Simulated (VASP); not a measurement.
# Cu3O2 (I4/mmm) in VASP: further runs, part 2 of 2

VASP 6.6.1. Earlier steps stand in the parts before.

### 4 Single point, PBE

This run uses another cell than the first one, of 12.05 Å³/atom.

File INCAR:

```
PREC = Accurate
ENCUT = 520
EDIFF = 1E-6
ISMEAR = 0
SIGMA = 0.15
LREAL = False
LASPH = True
NELM = 60
ALGO = Normal
ISIF = 2
LWAVE = False
LCHARG = False
GGA = PE
NBANDS = 30
```

File KPOINTS:

```
regular mesh
0
Gamma
  14 14 14
```

File POSCAR:

```
Cu3O2
1.0
   -2.0536500000      2.0536500000      3.5728500000
    2.0536500000     -2.0536500000      3.5728500000
    2.0536500000      2.0536500000     -3.5728500000
Cu O
3 2
Direct
    0.2500000000      0.7500000000      0.5000000000
    0.7500000000      0.2500000000      0.5000000000
    0.0000000000      0.0000000000      0.0000000000
    0.0000000000      0.5000000000      0.5000000000
    0.5000000000      0.0000000000      0.5000000000
```

Potentials or basis: VASP PAW PBE potentials, release 64 (Cu, O).

Command:

```
$ cat potpaw_PBE.64/Cu/POTCAR potpaw_PBE.64/O/POTCAR > POTCAR
$ mpirun -np 1 vasp_std > vasp.out
```

OUTCAR:

```text
PREC = Accurate
   ENCUT = 520
   EDIFF = 1E-6
   ISMEAR = 0
   LREAL = False
   LASPH = True
   NELM = 60
   ISIF = 2
   GGA = PE

 ion  position               nearest neighbor table
   1  0.250  0.750  0.500-   4 1.79   5 1.79   3 2.72   3 2.72   3 2.72   3 2.72
   2  0.750  0.250  0.500-   4 1.79   5 1.79   3 2.72   3 2.72   3 2.72   3 2.72
   3  0.000  0.000  0.000-   4 2.05   5 2.05   4 2.05   5 2.05   2 2.72   1 2.72   1 2.72   2 2.72
                             2 2.72   1 2.72   1 2.72   2 2.72
   4  0.000  0.500  0.500-   1 1.79   2 1.79   3 2.05   3 2.05
   5  0.500  0.000  0.500-   1 1.79   2 1.79   3 2.05   3 2.05

  LATTYP: Found a body centered tetragonal cell.
 ALAT       =     4.1073000000
 C/A-ratio  =     1.7397560441

  Lattice vectors:

 A1 = (  -2.0536500000,   2.0536500000,   3.5728500000)
 A2 = (   2.0536500000,  -2.0536500000,   3.5728500000)
 A3 = (   2.0536500000,   2.0536500000,  -3.5728500000)

Analysis of symmetry for initial positions (statically):
=====================================================================
 Subroutine PRICEL returns:
 Original cell was already a primitive cell.

 Routine SETGRP: Setting up the symmetry group for a
 body centered tetragonal supercell.

 Subroutine GETGRP returns: Found 16 space group operations
 (whereof 16 operations were pure point group operations)
 out of a pool of 16 trial point group operations.

The static configuration has the point symmetry D_4h.

Analysis of symmetry for dynamics (positions and initial velocities):
=====================================================================
 Subroutine PRICEL returns:
 Original cell was already a primitive cell.

 Routine SETGRP: Setting up the symmetry group for a
 body centered tetragonal supercell.

 Subroutine GETGRP returns: Found 16 space group operations
 (whereof 16 operations were pure point group operations)
 out of a pool of 16 trial point group operations.

The dynamic configuration has the point symmetry D_4h.

 Subroutine INISYM returns: Found 16 space group operations
 (whereof 16 operations are pure point group operations),
 and found     1 'primitive' translations

----------------------------------------------------------------------------------------

                                     Primitive cell

  volume of cell :      60.2737

  direct lattice vectors                    reciprocal lattice vectors
    -2.053650000  2.053650000  3.572850000     0.000000000  0.243468946  0.139944302
     2.053650000 -2.053650000  3.572850000     0.243468946  0.000000000  0.139944302
     2.053650000  2.053650000 -3.572850000     0.243468946  0.243468946  0.000000000

  length of vectors
     4.604368987  4.604368987  4.604368987     0.280822961  0.280822961  0.344317085

  position of ions in fractional coordinates (direct lattice)
     0.250000000  0.750000000  0.500000000
     0.750000000  0.250000000  0.500000000
     0.000000000  0.000000000  0.000000000
     0.000000000  0.500000000  0.500000000
     0.500000000  0.000000000  0.500000000

  ion indices of the primitive-cell ions
   primitive index   ion index
                 1           1
                 2           2
                 3           3
[... 27 lines left out ...]
 Found    244 irreducible k-points:

 Following reciprocal coordinates:
            Coordinates               Weight
  0.000000  0.000000  0.000000      1.000000
  0.071429  0.000000  0.000000      8.000000
  0.142857  0.000000  0.000000      8.000000
  0.214286  0.000000 -0.000000      8.000000
  0.285714 -0.000000  0.000000      8.000000
  0.357143  0.000000  0.000000      8.000000
[... 16 lines left out ...]
  0.214286  0.142857 -0.000000     16.000000
  0.285714  0.142857 -0.000000     16.000000
 [... further k-points ...]
   k-points           NKPTS =    244   k-points in BZ     NKDIM =    244   number of bands    NBANDS=     30
   number of dos      NEDOS =    301   number of ions     NIONS =      5
   total plane-waves  NPLWV =  46656
   dimension x,y,z NGX =    36 NGY =   36 NGZ =   36
   dimension x,y,z NGXF=    72 NGYF=   72 NGZF=   72
   ions per type =               3   2
   NGX,Y,Z   is equivalent  to a cutoff of  13.00, 13.00, 13.00 a.u.
   NGXF,Y,Z  is equivalent  to a cutoff of  26.00, 26.00, 26.00 a.u.
 SYSTEM =  unknown system
   PREC   = accura    normal or accurate (medium, high low for compatibility)
   ISTART =      0    job   : 0-new  1-cont  2-samecut
   ICHARG =      2    charge: 1-file 2-atom 10-const
   ISPIN  =      1    spin polarized calculation?
   LNONCOLLINEAR =      F non collinear calculations
   LSORBIT =      F    spin-orbit coupling
   LASPH  =      T    aspherical Exc in radial PAW
   ENCUT  =  520.0 eV  38.22 Ry    6.18 a.u.   8.56  8.56  8.56*2*pi/ulx,y,z
   NELM   =     60;   NELMIN=  2; NELMDL= -5     # of ELM steps
   EDIFF  = 0.1E-05   stopping-criterion for ELM
   LREAL  =      F    real-space projection
   EDIFFG = 0.1E-04   stopping-criterion for IOM
   NSW    =      0    number of steps for IOM
   IBRION =     -1    ionic relax: 0-MD 1-quasi-New 2-CG
   NFREE  =      0    steps in history (QN), initial steepest desc. (CG)
   ISIF   =      2    stress and relaxation
   ISYM   =      2    0-nonsym 1-usesym 2-fastsym
   POTIM  = 0.5000    time-step for ionic-motion
   TEBEG  =    0.0;   TEEND  =   0.0 temperature during run
   PSTRESS=    0.0 pullay stress
   NELECT =      45.0000    total number of electrons
   NUPDOWN=      -1.0000    fix difference up-down
   EMIN   =  10.00;   EMAX   =-10.00  energy-range for DOS
   EFERMI =   0.00;   METHOD = LEGACY
   ISMEAR =     0;   SIGMA  =   0.15  broadening in eV -4-tet -1-fermi 0-gaus
   EFERMI_NEDOS =   21; number of points for ismear=-14 and -15
   IALGO  =     38    algorithm
   IMIX   =      4    mixing-type and parameters
     AMIX     =   0.40;   BMIX     =  1.00
     AMIX_MAG =   1.60;   BMIX_MAG =  1.00
  volume/ion in A,a.u.               =      12.05        81.35
  Fermi-wavevector in a.u.,A,eV,Ry     =   1.485148  2.806523 30.009896  2.205665
  Thomas-Fermi vector in A             =   2.598596
   LORBIT       =      0    0 simple, 1 ext, 2 COOP (PROOUT), +10 PAW based schemes
   GGA     = PE    functional components
   LHFCALC =     F    Hartree Fock is set to
   AEXX    =    0.0000 exact exchange contribution
   IVDW    =     0    specifies the selected vdW correction
   LEPSILON=     F    determine dielectric tensor
   LRPA    =     F    only Hartree local field effects (RPA)
 non-spin polarized calculation
 Gauss-broadening in eV      SIGMA  =   0.15
  energy-cutoff  :      520.00
  volume of cell :       60.27
 maximum number of plane-waves:      1653
 NGX is ok and might be reduce to    36
   NGX = 17   NGY = 17   NGZ = 17

 number of electron      45.0000017 magnetization

 Free energy of the ion-electron system (eV)
  ---------------------------------------------------
  ext. energy  EPLUGINS =         0.00000000
  ---------------------------------------------------
  free energy    TOTEN  =       -22.63435823 eV

  energy without entropy =      -22.60805304  energy(sigma->0) =      -22.62120564

 E-fermi :   4.3880     XC(G=0): -11.1309

 val. band max:        4.3880143930   @ k =  -0.2143   0.4286   0.0714
 cond. band min:       4.3883828762   @ k =  -0.2143   0.5000   0.0714
 fundamental gap:      0.0003684831
 Fermi energy:         4.3880334609

 k-point     1 :       0.0000    0.0000    0.0000
  band No.  band energies     occupation
      1     -14.9370      2.00000
      2     -13.7151      2.00000
      3      -2.6258      2.00000
      4      -1.3544      2.00000
      5      -1.3544      2.00000
      6      -0.6379      2.00000
[... 781 lines left out ...]
     29      14.4572      0.00000
     30      15.5738      0.00000

 [... further k-points ...]

------------------------ aborting loop because EDIFF is reached ----------------------------------------

  FORCE on cell =-STRESS in cart. coord.  units (eV):
  Direction    XX          YY          ZZ          XY          YZ          ZX
  --------------------------------------------------------------------------------------
  -------------------------------------------------------------------------------------
  Total        0.2493826      0.2493826      5.6821661      0.0000000     -0.0000000      0.0000000
  in kB        6.6290154      6.6290154    151.0417025      0.0000000     -0.0000000      0.0000000
  external PRESSURE =      54.7665777 kB  Pullay stress =       0.0000000 kB

 VOLUME and BASIS-vectors are now :
 -----------------------------------------------------------------------------
  energy-cutoff  :      520.00
  volume of cell :       60.27
      direct lattice vectors                 reciprocal lattice vectors
    -2.053650000  2.053650000  3.572850000     0.000000000  0.243468946  0.139944302
     2.053650000 -2.053650000  3.572850000     0.243468946  0.000000000  0.139944302
     2.053650000  2.053650000 -3.572850000     0.243468946  0.243468946  0.000000000

 POSITION                                       TOTAL-FORCE (eV/Angst)
 -----------------------------------------------------------------------------------
      2.05365      0.00000      1.78642        -0.000000      0.000000     -0.000000
      0.00000      2.05365      1.78642         0.000000      0.000000      0.000000
      0.00000      0.00000      0.00000        -0.000000     -0.000000     -0.000000
      2.05365      0.00000      0.00000        -0.000000     -0.000000     -0.000000
      0.00000      2.05365      0.00000        -0.000000     -0.000000     -0.000000
 -----------------------------------------------------------------------------------
    total drift:                                0.000000      0.000000      0.000000

  FREE ENERGIE OF THE ION-ELECTRON SYSTEM (eV)
  ---------------------------------------------------
  free  energy   TOTEN  =       -22.6343582326 eV

  energy  without entropy=      -22.6080530418  energy(sigma->0) =      -22.62120564
```

OSZICAR:

```text
N       E                     dE             d eps       ncg     rms          rms(c)
DAV:   1     0.438631812678E+03    0.43863E+03   -0.20877E+04 15120   0.232E+03
DAV:   2     0.403944314606E+02   -0.39824E+03   -0.37426E+03 14796   0.443E+02
DAV:   3    -0.264014795599E+02   -0.66796E+02   -0.63347E+02 19356   0.204E+02
DAV:   4    -0.297945966274E+02   -0.33931E+01   -0.33615E+01 19734   0.507E+01
DAV:   5    -0.298383371953E+02   -0.43741E-01   -0.43724E-01 19498   0.592E+00    0.192E+01
DAV:   6    -0.263463591234E+02    0.34920E+01   -0.54769E+01 20648   0.162E+02    0.138E+01
DAV:   7    -0.225087213170E+02    0.38376E+01   -0.15222E+01 18430   0.121E+02    0.312E+00
DAV:   8    -0.227023840884E+02   -0.19366E+00   -0.27772E+00 20656   0.186E+01    0.201E+00
DAV:   9    -0.226920153776E+02    0.10369E-01   -0.50270E-01 19692   0.245E+01    0.222E+00
DAV:  10    -0.226429183818E+02    0.49097E-01   -0.18157E-01 25090   0.157E+01    0.758E-01
DAV:  11    -0.226361664892E+02    0.67519E-02   -0.30329E-02 23584   0.360E+00    0.473E-01
DAV:  12    -0.226343317511E+02    0.18347E-02   -0.12702E-02 22622   0.115E+00    0.873E-02
DAV:  13    -0.226343452308E+02   -0.13480E-04   -0.95152E-04 19834   0.422E-01    0.602E-02
DAV:  14    -0.226343661717E+02   -0.20941E-04   -0.98509E-05 19078   0.147E-01    0.243E-02
DAV:  15    -0.226343575496E+02    0.86221E-05   -0.48613E-05 22798   0.832E-02    0.288E-03
DAV:  16    -0.226343582326E+02   -0.68292E-06   -0.53059E-06 17976   0.420E-02
   1 F= -.22634358E+02 E0= -.22621206E+02  d E =-.263052E-01
```

stdout:

```text
POSCAR found type information on POSCAR CuO
 POSCAR found :  2 types and       5 ions
 scaLAPACK will be used
 LDA part: xc-table for (Slater+PW92), standard interpolation
 POSCAR, INCAR and KPOINTS ok, starting setup
 FFT: planning ... GRIDC
 FFT: planning ... GRID_SOFT
 FFT: planning ... GRID
 WAVECAR not read
 entering main loop
```

It took 4.1 min on 1 thread of Intel Xeon 6975P-C (Granite Rapids), shared host; peak memory 0.46 GiB.

What came out:

```yaml
Free_energy: -22.6344 eV
Pressure: 5.5 GPa
Band_gap_on_the_k_mesh: zero (an odd number of electrons rules out a gap without spin polarisation)
```

Caveat: the stress differs along the axes, from 1 to 15 GPa. With open d or f shells a metallic result of PBE can be an artefact of self-interaction; +U or a hybrid may open a gap.

### 5 Single point, PBE

This run uses another cell than the first one, of 12.19 Å³/atom.

File INCAR:

```
SYSTEM = Cu3O2
ALGO = Normal ; EDIFF = 1E-6
ENCUT = 520 ; GGA = PE
ISIF = 2 ; ISMEAR = 0
LASPH = .TRUE. ; LCHARG = .FALSE.
LREAL = .FALSE. ; LWAVE = .FALSE.
NBANDS = 30 ; NELM = 60
PREC = Accurate ; SIGMA = 0.15
```

File KPOINTS:

```
k-points
0
G
  14 14 14
  0 0 0
```

POSCAR: that of step 4 with these lines changed.

```diff
@@ -2,5 +2,5 @@
 1.0
-   -2.0536500000      2.0536500000      3.5728500000
-    2.0536500000     -2.0536500000      3.5728500000
-    2.0536500000      2.0536500000     -3.5728500000
+   -2.0943500000      2.0943500000      3.4749500000
+    2.0943500000     -2.0943500000      3.4749500000
+    2.0943500000      2.0943500000     -3.4749500000
 Cu O
```

Command:

```
$ cat potpaw_PBE.64/Cu/POTCAR potpaw_PBE.64/O/POTCAR > POTCAR
$ mpirun -np 1 vasp_std > vasp.out
```

It took 4.1 min on 1 thread of Intel Xeon 6975P-C (Granite Rapids), shared host; peak memory 0.46 GiB.

The run converged. Its results:

```yaml
Free_energy: -22.3985 eV
Pressure: 10.0 GPa
Band_gap_on_the_k_mesh: zero (an odd number of electrons rules out a gap without spin polarisation)
```

Stress tensor (GPa, compression positive):
```
-0.38  0.00  0.00
 0.00 -0.38  0.00
 0.00  0.00 30.69
```

Levels at points of the mesh, in eV from the Fermi level:
```csv
k point,band 21,band 22,band 23,band 24,band 25,band 26
"(0.00, 0.00, 0.00)",-0.55,-0.55,0.33,0.89,5.16,5.16
"(0.50, 0.00, 0.00)",-0.87,-0.62,-0.19,3.30,3.47,7.75
"(0.50, 0.50, 0.00)",-0.33,-0.27,0.73,0.94,3.72,3.96
"(0.50, 0.50, 0.50)",-1.25,-0.13,-0.13,2.87,5.34,6.33
```

Caveat: the stress differs along the axes, from -0 to 31 GPa. With open d or f shells a metallic result of PBE can be an artefact of self-interaction; +U or a hybrid may open a gap.

### 6 Summary

```csv
cell,gap on the mesh (eV),pressure (GPa)
"a = 4.435 Å, angles 125.4, 125.4, 80.8°, 5 atoms",none,27.0
"a = 4.768 Å, angles 131.1, 131.1, 71.6°, 5 atoms",none,-3.2
"a = 4.604 Å, angles 127.0, 127.0, 78.2°, 5 atoms",none,5.5
"a = 4.566 Å, angles 125.4, 125.4, 80.9°, 5 atoms",none,10.0
```

Alike in all rows: task single point; level PBE; potentials or basis VASP PAW PBE potentials, release 64 (Cu, O); no spin polarisation; k mesh 14 × 14 × 14; cutoff (eV) 520; smearing gaussian 0.15 eV.

Caveats: the stress differs along the axes, from 8 to 65 GPa (at least some runs); the stress differs along the axes, from -15 to 3 GPa (at least some runs); the stress differs along the axes, from 1 to 15 GPa (at least some runs); the stress differs along the axes, from -0 to 31 GPa (at least some runs).

Absolute energies hang on the potentials; compare differences alone.
